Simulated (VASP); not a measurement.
# Mo (P6/mmm) in VASP: further runs

The runs below take Mo through single point, with PBEsol.

Everything below comes from runs of VASP 6.6.1. Logs are shortened: lines on timing, memory, paths and dates and some standing lists are left out, and cuts for length are marked.

## (1) The cell of the first run

Symmetry: P6/mmm, No. 191, hexagonal system. The conventional cell has a = 2.736 Å, b = 2.736 Å, c = 2.555 Å, α = 90.00°, β = 90.00°, γ = 120.00°. Within 3.4 Å of Mo (site symmetry 6/mmm) lie 8 Mo at 2.56 to 2.74 Å.

## (2) Single point, PBEsol

INCAR

```
  PREC = Accurate
  ENCUT = 520
  EDIFF = 1E-6
  ISMEAR = -1
  SIGMA = 0.05
  LREAL = False
  LASPH = True
  NELM = 100
  ALGO = Normal
  ISIF = 2
  LWAVE = False
  LCHARG = False
  GGA = PS
  NBANDS = 13
```

KPOINTS

```
regular mesh
0
Gamma
  14 14 13
```

POSCAR

```
Mo
1.0
    2.7355100000      0.0000000000      0.0000000000
   -1.3677550000      2.3690210000      0.0000000000
    0.0000000000      0.0000000000      2.5551810000
Mo
1
Direct
    0.0000000000      0.0000000000      0.5000000000
```

Potentials or basis: VASP PAW PBE potentials, release 64 (Mo_sv).

Launch:

```sh
> cat potpaw_PBE.64/Mo_sv/POTCAR > POTCAR
> mpirun -np 1 vasp_std > vasp.out
```

OUTCAR:

```text
PREC = Accurate
   ENCUT = 520
   EDIFF = 1E-6
   ISMEAR = -1
   LREAL = False
   LASPH = True
   NELM = 100
   ISIF = 2
   GGA = PS

 ion  position               nearest neighbor table
   1  0.000  0.000  0.500-

  LATTYP: Found a hexagonal cell.
 ALAT       =     2.7355100000
 C/A-ratio  =     0.9340784717

  Lattice vectors:

 A1 = (   2.7355100000,   0.0000000000,   0.0000000000)
 A2 = (  -1.3677550000,   2.3690210000,   0.0000000000)
 A3 = (   0.0000000000,   0.0000000000,   2.5551810000)

Analysis of symmetry for initial positions (statically):
=====================================================================
 Subroutine PRICEL returns:
 Original cell was already a primitive cell.

 Routine SETGRP: Setting up the symmetry group for a
 hexagonal supercell.

 Subroutine GETGRP returns: Found 24 space group operations
 (whereof 24 operations were pure point group operations)
 out of a pool of 24 trial point group operations.

The static configuration has the point symmetry D_6h.

Analysis of symmetry for dynamics (positions and initial velocities):
=====================================================================
 Subroutine PRICEL returns:
 Original cell was already a primitive cell.

 Routine SETGRP: Setting up the symmetry group for a
 hexagonal supercell.

 Subroutine GETGRP returns: Found 24 space group operations
 (whereof 24 operations were pure point group operations)
 out of a pool of 24 trial point group operations.

The dynamic configuration has the point symmetry D_6h.

 Subroutine INISYM returns: Found 24 space group operations
 (whereof 24 operations are pure point group operations),
 and found     1 'primitive' translations

----------------------------------------------------------------------------------------

                                     Primitive cell

  volume of cell :      16.5588

  direct lattice vectors                    reciprocal lattice vectors
     2.735510000  0.000000000  0.000000000     0.365562546  0.211057648  0.000000000
    -1.367755000  2.369021000  0.000000000     0.000000000  0.422115296  0.000000000
     0.000000000  0.000000000  2.555181000     0.000000000  0.000000000  0.391361708

  length of vectors
     2.735510000  2.735509868  2.555181000     0.422115275  0.422115296  0.391361708

  position of ions in fractional coordinates (direct lattice)
     0.000000000  0.000000000  0.500000000

  ion indices of the primitive-cell ions
   primitive index   ion index
                 1           1

----------------------------------------------------------------------------------------

 KPOINTS: regular mesh

Automatic generation of k-mesh.
 Grid dimensions read from file:
 generate k-points for:   14   14   13

 Generating k-lattice:

  Cartesian coordinates                     Fractional coordinates (reciprocal lattice)
     0.026111610  0.015075546  0.000000000     0.071428571  0.000000000  0.000000000
     0.000000000  0.030151093  0.000000000     0.000000000  0.071428571  0.000000000
     0.000000000  0.000000000  0.030104747     0.000000000  0.000000000  0.076923077

  Length of vectors
     0.030151091  0.030151093  0.030104747

  Shift w.r.t. Gamma in fractional coordinates (k-lattice)
     0.000000000  0.000000000  0.000000000

 Subroutine IBZKPT returns following result:
 ===========================================

 Found    168 irreducible k-points:

 Following reciprocal coordinates:
            Coordinates               Weight
  0.000000  0.000000  0.000000      1.000000
  0.071429  0.000000  0.000000      6.000000
  0.142857  0.000000  0.000000      6.000000
  0.214286  0.000000  0.000000      6.000000
  0.285714  0.000000  0.000000      6.000000
  0.357143  0.000000  0.000000      6.000000
[... 16 lines left out ...]
  0.285714  0.285714  0.000000      6.000000
  0.357143  0.285714  0.000000      6.000000
 [... further k-points ...]
   k-points           NKPTS =    168   k-points in BZ     NKDIM =    168   number of bands    NBANDS=     13
   number of dos      NEDOS =    301   number of ions     NIONS =      1
   total plane-waves  NPLWV =   8000
   dimension x,y,z NGX =    20 NGY =   20 NGZ =   20
   dimension x,y,z NGXF=    40 NGYF=   40 NGZF=   40
   ions per type =               1
   NGX,Y,Z   is equivalent  to a cutoff of  12.15, 12.15, 13.01 a.u.
   NGXF,Y,Z  is equivalent  to a cutoff of  24.31, 24.31, 26.02 a.u.
 SYSTEM =  unknown system
   PREC   = accura    normal or accurate (medium, high low for compatibility)
   ISTART =      0    job   : 0-new  1-cont  2-samecut
   ICHARG =      2    charge: 1-file 2-atom 10-const
   ISPIN  =      1    spin polarized calculation?
   LNONCOLLINEAR =      F non collinear calculations
   LSORBIT =      F    spin-orbit coupling
   LASPH  =      T    aspherical Exc in radial PAW
   ENCUT  =  520.0 eV  38.22 Ry    6.18 a.u.   5.09  5.09  4.75*2*pi/ulx,y,z
   NELM   =    100;   NELMIN=  2; NELMDL= -5     # of ELM steps
   EDIFF  = 0.1E-05   stopping-criterion for ELM
   LREAL  =      F    real-space projection
   EDIFFG = 0.1E-04   stopping-criterion for IOM
   NSW    =      0    number of steps for IOM
   IBRION =     -1    ionic relax: 0-MD 1-quasi-New 2-CG
   NFREE  =      0    steps in history (QN), initial steepest desc. (CG)
   ISIF   =      2    stress and relaxation
   ISYM   =      2    0-nonsym 1-usesym 2-fastsym
   POTIM  = 0.5000    time-step for ionic-motion
   TEBEG  =    0.0;   TEEND  =   0.0 temperature during run
   PSTRESS=    0.0 pullay stress
   NELECT =      14.0000    total number of electrons
   NUPDOWN=      -1.0000    fix difference up-down
   EMIN   =  10.00;   EMAX   =-10.00  energy-range for DOS
   EFERMI =   0.00;   METHOD = LEGACY
   ISMEAR =    -1;   SIGMA  =   0.05  broadening in eV -4-tet -1-fermi 0-gaus
   EFERMI_NEDOS =   21; number of points for ismear=-14 and -15
   IALGO  =     38    algorithm
   IMIX   =      4    mixing-type and parameters
     AMIX     =   0.40;   BMIX     =  1.00
     AMIX_MAG =   1.60;   BMIX_MAG =  1.00
  volume/ion in A,a.u.               =      16.56       111.74
  Fermi-wavevector in a.u.,A,eV,Ry     =   1.548013  2.925320 32.604234  2.396344
  Thomas-Fermi vector in A             =   2.653024
   LORBIT       =      0    0 simple, 1 ext, 2 COOP (PROOUT), +10 PAW based schemes
   GGA     = PS    functional components
   LHFCALC =     F    Hartree Fock is set to
   AEXX    =    0.0000 exact exchange contribution
   IVDW    =     0    specifies the selected vdW correction
   LEPSILON=     F    determine dielectric tensor
   LRPA    =     F    only Hartree local field effects (RPA)
 non-spin polarized calculation
  energy-cutoff  :      520.00
  volume of cell :       16.56
 maximum number of plane-waves:       460
   NGX = 11   NGY = 11   NGZ =  9

 number of electron      14.0000002 magnetization

 Free energy of the ion-electron system (eV)
  ---------------------------------------------------
  ext. energy  EPLUGINS =         0.00000000
  ---------------------------------------------------
  free energy    TOTEN  =       -10.86794779 eV

  energy without entropy =      -10.86108549  energy(sigma->0) =      -10.86451664

 E-fermi :  11.3673     XC(G=0): -13.1176

 val. band max:       11.3349629946   @ k =   0.5000   0.0000   0.3846
 cond. band min:      11.3876303123   @ k =   0.4286   0.0000   0.3846
 fundamental gap:      0.0526673177
 Fermi energy:        11.3673453339

 k-point     1 :       0.0000    0.0000    0.0000
  band No.  band energies     occupation
      1     -49.5172      2.00000
      2     -22.8225      2.00000
      3     -22.8225      2.00000
      4     -22.7514      2.00000
      5       4.6072      2.00000
      6       7.1247      2.00000
      7      10.5206      2.00000
      8      10.5206      2.00000
      9      15.5534      0.00000
     10      15.5534      0.00000
     11      24.4216      0.00000
     12      27.1604      0.00000
     13      31.9630      0.00000

 k-point     2 :       0.0714    0.0000    0.0000
  band No.  band energies     occupation
      1     -49.5063      2.00000
      2     -22.8958      2.00000
      3     -22.8389      2.00000
      4     -22.7438      2.00000
      5       4.8070      2.00000
      6       7.2113      2.00000
      7      10.3227      2.00000
      8      10.7052      2.00000
      9      15.3347      0.00000
     10      15.5178      0.00000
     11      24.8787      0.00000
     12      27.5645      0.00000
     13      30.8829      0.00000

 k-point     3 :       0.1429    0.0000    0.0000
  band No.  band energies     occupation
      1     -49.4754      2.00000
      2     -23.0981      2.00000
      3     -22.8844      2.00000
      4     -22.7222      2.00000
      5       5.3524      2.00000
      6       7.4543      2.00000
      7       9.8713      2.00000
      8      11.2464      1.83640
      9      14.7779      0.00000
     10      15.4191      0.00000
     11      26.0020      0.00000
     12      28.6529      0.00000
     13      29.0552      0.00000
[... 305 lines left out ...]
 k-point    23 :       0.2857    0.2857    0.0000
  band No.  band energies     occupation
      1     -49.2708      2.00000
      2     -23.9423      2.00000
      3     -23.5874      2.00000
      4     -22.5811      2.00000
      5       8.4404      2.00000
      6       8.7621      2.00000
      7       9.7731      2.00000
      8      12.9724      0.00000
      9      13.7802      0.00000
     10      18.2218      0.00000
     11      20.5215      0.00000
     12      21.4081      0.00000
     13      30.5019      0.00000

 k-point    24 :       0.3571    0.2857    0.0000
  band No.  band energies     occupation
      1     -49.2636      2.00000
      2     -23.8968      2.00000
      3     -23.6870      2.00000
      4     -22.5762      2.00000
      5       8.5158      2.00000
      6       8.9259      2.00000
      7       9.8253      2.00000
      8      13.0812      0.00000
      9      13.5519      0.00000
     10      19.0620      0.00000
     11      19.9809      0.00000
     12      20.6048      0.00000
     13      31.2691      0.00000

 [... further k-points ...]
[... 5 lines left out ...]
  --------------------------------------------------------------------------------------
  -------------------------------------------------------------------------------------
  Total       -0.1162485     -0.1162485     -0.6863204      0.0000000      0.0000000      0.0000000
  in kB      -11.2478370    -11.2478355    -66.4061933      0.0000000      0.0000000      0.0000000
  external PRESSURE =     -29.6339553 kB  Pullay stress =       0.0000000 kB

 VOLUME and BASIS-vectors are now :
 -----------------------------------------------------------------------------
  energy-cutoff  :      520.00
  volume of cell :       16.56
      direct lattice vectors                 reciprocal lattice vectors
     2.735510000  0.000000000  0.000000000     0.365562546  0.211057648  0.000000000
    -1.367755000  2.369021000  0.000000000     0.000000000  0.422115296  0.000000000
     0.000000000  0.000000000  2.555181000     0.000000000  0.000000000  0.391361708

 POSITION                                       TOTAL-FORCE (eV/Angst)
 -----------------------------------------------------------------------------------
      0.00000      0.00000      1.27759         0.000000      0.000000      0.000000
 -----------------------------------------------------------------------------------
    total drift:                               -0.000000      0.000000     -0.000000

  FREE ENERGIE OF THE ION-ELECTRON SYSTEM (eV)
  ---------------------------------------------------
  free  energy   TOTEN  =       -10.8679477905 eV

  energy  without entropy=      -10.8610854948  energy(sigma->0) =      -10.86451664
```

Run time: 20 s. Hardware: 1 thread of Intel Xeon Platinum 8375C at 2.90GHz (Ice Lake), shared host; peak memory 0.15 GiB.

Results:

| Quantity | Value |
| --- | --- |
| Free energy | -10.8679 eV |
| Pressure | -3.0 GPa |
| Band gap on the k mesh | zero (band 7 reaches 12.41 eV, above the bottom of band 8 at 10.52 eV) |

Caveat: the PAW data sets were made with another functional, which shifts forces and pressure a little.

(Part 1 of 2 ends here.)
